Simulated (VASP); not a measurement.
# HgTe (Coloradoite) (F-43m) in VASP: further runs, part 2 of 2

VASP 6.6.1. The steps go on from the part before.

## Step 3: Single point, PBE+D4

This run uses another cell than the first one, of 35.21 Å³/atom, 1.019 times its volume.

File INCAR:

```
ALGO = Normal
EDIFF = 1E-7
ENCUT = 520
GGA = PE
ISIF = 2
ISMEAR = -1
IVDW = 13
LASPH = T
LCHARG = T
LELF = T
LREAL = F
LVHAR = T
LWAVE = F
NBANDS = 16
NELM = 100
PREC = Accurate
SIGMA = 0.05
```

File KPOINTS:

```
k-points
0
Gamma
  7 7 7
```

File POSCAR:

```
HgTe
1.0
    0.0000000000      3.2775454177      3.2775454177
    3.2775454177      0.0000000000      3.2775454177
    3.2775454177      3.2775454177      0.0000000000
Hg Te
1 1
Direct
    0.0000000000      0.0000000000      0.0000000000
    0.7500000000      0.7500000000      0.7500000000
```

Potentials or basis: VASP PAW PBE potentials, release 64 (Hg, Te).

On the command line:

```bash
cat potpaw_PBE.64/Hg/POTCAR potpaw_PBE.64/Te/POTCAR > POTCAR
mpirun -np 1 vasp_std > vasp.out
```

OUTCAR:

```text
EDIFF = 1E-7
   ENCUT = 520
   GGA = PE
   ISIF = 2
   ISMEAR = -1
   IVDW = 13
   LASPH = T
   LREAL = F
   NELM = 100
   PREC = Accurate

 ion  position               nearest neighbor table
   1  0.000  0.000  0.000-   2 2.84   2 2.84   2 2.84   2 2.84
   2  0.750  0.750  0.750-   1 2.84   1 2.84   1 2.84   1 2.84

  LATTYP: Found a face centered cubic cell.
 ALAT       =     6.5550908354

  Lattice vectors:

 A1 = (   0.0000000000,   3.2775454177,   3.2775454177)
 A2 = (   3.2775454177,   0.0000000000,   3.2775454177)
 A3 = (   3.2775454177,   3.2775454177,   0.0000000000)

Analysis of symmetry for initial positions (statically):
=====================================================================
 Subroutine PRICEL returns:
 Original cell was already a primitive cell.

 Routine SETGRP: Setting up the symmetry group for a
 face centered cubic supercell.

 Subroutine GETGRP returns: Found 24 space group operations
 (whereof 24 operations were pure point group operations)
 out of a pool of 48 trial point group operations.

The static configuration has the point symmetry T_d .

Analysis of symmetry for dynamics (positions and initial velocities):
=====================================================================
 Subroutine PRICEL returns:
 Original cell was already a primitive cell.

 Routine SETGRP: Setting up the symmetry group for a
 face centered cubic supercell.

 Subroutine GETGRP returns: Found 24 space group operations
 (whereof 24 operations were pure point group operations)
 out of a pool of 48 trial point group operations.

The dynamic configuration has the point symmetry T_d .

 Subroutine INISYM returns: Found 24 space group operations
 (whereof 24 operations are pure point group operations),
 and found     1 'primitive' translations

----------------------------------------------------------------------------------------

                                     Primitive cell

  volume of cell :      70.4168

  direct lattice vectors                    reciprocal lattice vectors
     0.000000000  3.277545418  3.277545418    -0.152553187  0.152553187  0.152553187
     3.277545418  0.000000000  3.277545418     0.152553187 -0.152553187  0.152553187
     3.277545418  3.277545418  0.000000000     0.152553187  0.152553187 -0.152553187

  length of vectors
     4.635149181  4.635149181  4.635149181     0.264229871  0.264229871  0.264229871

  position of ions in fractional coordinates (direct lattice)
     0.000000000  0.000000000  0.000000000
     0.750000000  0.750000000  0.750000000

  ion indices of the primitive-cell ions
   primitive index   ion index
                 1           1
                 2           2

----------------------------------------------------------------------------------------

 KPOINTS: k-points

Automatic generation of k-mesh.
 Grid dimensions read from file:
 generate k-points for:    7    7    7

 Generating k-lattice:

  Cartesian coordinates                     Fractional coordinates (reciprocal lattice)
    -0.021793312  0.021793312  0.021793312     0.142857143  0.000000000  0.000000000
     0.021793312 -0.021793312  0.021793312     0.000000000  0.142857143  0.000000000
     0.021793312  0.021793312 -0.021793312     0.000000000  0.000000000  0.142857143

  Length of vectors
     0.037747124  0.037747124  0.037747124

  Shift w.r.t. Gamma in fractional coordinates (k-lattice)
     0.000000000  0.000000000  0.000000000

 Subroutine IBZKPT returns following result:
 ===========================================

 Found     20 irreducible k-points:

 Following reciprocal coordinates:
            Coordinates               Weight
  0.000000  0.000000  0.000000      1.000000
  0.142857  0.000000  0.000000      8.000000
  0.285714  0.000000  0.000000      8.000000
  0.428571  0.000000  0.000000      8.000000
  0.142857  0.142857  0.000000      6.000000
  0.285714  0.142857  0.000000     24.000000
[... 12 lines left out ...]
 -0.428571  0.428571  0.142857     24.000000
 -0.285714  0.428571  0.142857     24.000000
   k-points           NKPTS =     20   k-points in BZ     NKDIM =     20   number of bands    NBANDS=     16
   number of dos      NEDOS =    301   number of ions     NIONS =      2
   total plane-waves  NPLWV =  46656
   dimension x,y,z NGX =    36 NGY =   36 NGZ =   36
   dimension x,y,z NGXF=    72 NGYF=   72 NGZF=   72
   ions per type =               1   1
   NGX,Y,Z   is equivalent  to a cutoff of  12.91, 12.91, 12.91 a.u.
   NGXF,Y,Z  is equivalent  to a cutoff of  25.82, 25.82, 25.82 a.u.
 SYSTEM =  unknown system
   PREC   = accura    normal or accurate (medium, high low for compatibility)
   ISTART =      0    job   : 0-new  1-cont  2-samecut
   ICHARG =      2    charge: 1-file 2-atom 10-const
   ISPIN  =      1    spin polarized calculation?
   LNONCOLLINEAR =      F non collinear calculations
   LSORBIT =      F    spin-orbit coupling
   LASPH  =      T    aspherical Exc in radial PAW
   ENCUT  =  520.0 eV  38.22 Ry    6.18 a.u.   8.62  8.62  8.62*2*pi/ulx,y,z
   NELM   =    100;   NELMIN=  2; NELMDL= -5     # of ELM steps
   EDIFF  = 0.1E-06   stopping-criterion for ELM
   LREAL  =      F    real-space projection
   EDIFFG = 0.1E-05   stopping-criterion for IOM
   NSW    =      0    number of steps for IOM
   IBRION =     -1    ionic relax: 0-MD 1-quasi-New 2-CG
   NFREE  =      0    steps in history (QN), initial steepest desc. (CG)
   ISIF   =      2    stress and relaxation
   ISYM   =      2    0-nonsym 1-usesym 2-fastsym
   POTIM  = 0.5000    time-step for ionic-motion
   TEBEG  =    0.0;   TEEND  =   0.0 temperature during run
   PSTRESS=    0.0 pullay stress
   NELECT =      18.0000    total number of electrons
   NUPDOWN=      -1.0000    fix difference up-down
   EMIN   =  10.00;   EMAX   =-10.00  energy-range for DOS
   EFERMI =   0.00;   METHOD = LEGACY
   ISMEAR =    -1;   SIGMA  =   0.05  broadening in eV -4-tet -1-fermi 0-gaus
   EFERMI_NEDOS =   21; number of points for ismear=-14 and -15
   IALGO  =     38    algorithm
   IMIX   =      4    mixing-type and parameters
     AMIX     =   0.40;   BMIX     =  1.00
     AMIX_MAG =   1.60;   BMIX_MAG =  1.00
  volume/ion in A,a.u.               =      35.21       237.60
  Fermi-wavevector in a.u.,A,eV,Ry     =   1.038979  1.963386 14.687193  1.079478
  Thomas-Fermi vector in A             =   2.173489
   LORBIT       =      0    0 simple, 1 ext, 2 COOP (PROOUT), +10 PAW based schemes
   GGA     = PE    functional components
   LHFCALC =     F    Hartree Fock is set to
   AEXX    =    0.0000 exact exchange contribution
   IVDW    =    13    specifies the selected vdW correction
   LEPSILON=     F    determine dielectric tensor
   LRPA    =     F    only Hartree local field effects (RPA)
 non-spin polarized calculation
  energy-cutoff  :      520.00
  volume of cell :       70.42
 maximum number of plane-waves:      1917
   NGX = 17   NGY = 17   NGZ = 17

 number of electron      18.0000002 magnetization

 Free energy of the ion-electron system (eV)
  ---------------------------------------------------
  ext. energy  EPLUGINS =         0.00000000
  ---------------------------------------------------
  free energy    TOTEN  =        -3.63017309 eV

  energy without entropy =       -3.62941866  energy(sigma->0) =       -3.62979588

 E-fermi :   2.7083     XC(G=0):  -8.5516

 val. band max:        2.6637520564   @ k =   0.0000   0.0000   0.0000
 cond. band min:       3.3500094625   @ k =   0.1429   0.0000   0.0000
 fundamental gap:      0.6862574061
 Fermi energy:         2.7082659719

 k-point     1 :       0.0000    0.0000    0.0000
  band No.  band energies     occupation
      1      -9.0298      2.00000
      2      -4.4549      2.00000
      3      -4.4549      2.00000
      4      -4.4549      2.00000
      5      -3.9749      2.00000
      6      -3.9749      2.00000
[... 8 lines left out ...]
     15      12.1552      0.00000
     16      12.1552      0.00000
[... 343 lines left out ...]
 k-point    20 :      -0.2857    0.4286    0.1429
  band No.  band energies     occupation
      1      -8.3429      2.00000
      2      -4.2606      2.00000
      3      -4.2183      2.00000
      4      -4.0335      2.00000
      5      -3.9826      2.00000
      6      -3.4735      2.00000
[... 8 lines left out ...]
     15      12.6629      0.00000
     16      14.3000      0.00000

------------------------ aborting loop because EDIFF is reached ----------------------------------------

  DFT-D4 for vdW energy calculation

  Edisp (eV):   -0.73008

  FORCE on cell =-STRESS in cart. coord.  units (eV):
  Direction    XX          YY          ZZ          XY          YZ          ZX
  --------------------------------------------------------------------------------------
  -------------------------------------------------------------------------------------
  Total      -0.06599    -0.06599    -0.06599     0.00000     0.00000     0.00000
  in kB      -1.50147    -1.50147    -1.50147     0.00000     0.00000     0.00000
  external pressure =       -1.50 kB  Pullay stress =        0.00 kB

 VOLUME and BASIS-vectors are now :
 -----------------------------------------------------------------------------
  energy-cutoff  :      520.00
  volume of cell :       70.42
      direct lattice vectors                 reciprocal lattice vectors
     0.000000000  3.277545418  3.277545418    -0.152553187  0.152553187  0.152553187
     3.277545418  0.000000000  3.277545418     0.152553187 -0.152553187  0.152553187
     3.277545418  3.277545418  0.000000000     0.152553187  0.152553187 -0.152553187

 POSITION                                       TOTAL-FORCE (eV/Angst)
 -----------------------------------------------------------------------------------
      0.00000      0.00000      0.00000         0.000000      0.000000      0.000000
      4.91632      4.91632      4.91632        -0.000000     -0.000000     -0.000000
 -----------------------------------------------------------------------------------
    total drift:                                0.000000      0.000000      0.000000

  FREE ENERGIE OF THE ION-ELECTRON SYSTEM (eV)
  ---------------------------------------------------
  free  energy   TOTEN  =        -4.3602519966 eV

  energy  without entropy=       -4.3594975741  energy(sigma->0) =       -4.35987479
```

stdout:

```text
POSCAR found type information on POSCAR HgTe
 POSCAR found :  2 types and       2 ions
 scaLAPACK will be used
 LDA part: xc-table for (Slater+PW92), standard interpolation
 POSCAR, INCAR and KPOINTS ok, starting setup
 FFT: planning ... GRIDC
 FFT: planning ... GRID_SOFT
 FFT: planning ... GRID
 WAVECAR not read
 entering main loop
```

Wall time 18 s (1 thread of AMD EPYC 9R45 (Zen 5), shared host); peak memory 0.18 GiB.

Results:

| Item | Value |
| --- | --- |
| Free energy | -4.3603 eV |
| Pressure | -0.2 GPa |
| Band gap on the k mesh | zero (filled and empty bands touch) |
| Dispersion energy per atom | -0.365 eV |

Levels at points of the mesh, in eV from the Fermi level:
| k point | band 5 | band 6 | band 7 | band 8 | band 9 | band 10 | band 11 | band 12 | band 13 | band 14 |
| --- | --- | --- | --- | --- | --- | --- | --- | --- | --- | --- |
| (0.00, 0.00, 0.00) | -6.68 | -6.68 | -0.87 | -0.04 | -0.04 | -0.04 | 4.26 | 4.26 | 4.26 | 6.45 |

Caveat: spin-orbit coupling is left out, which moves the levels of the heavy elements; pairwise dispersion overbinds metals, which lowers pressure and volume.
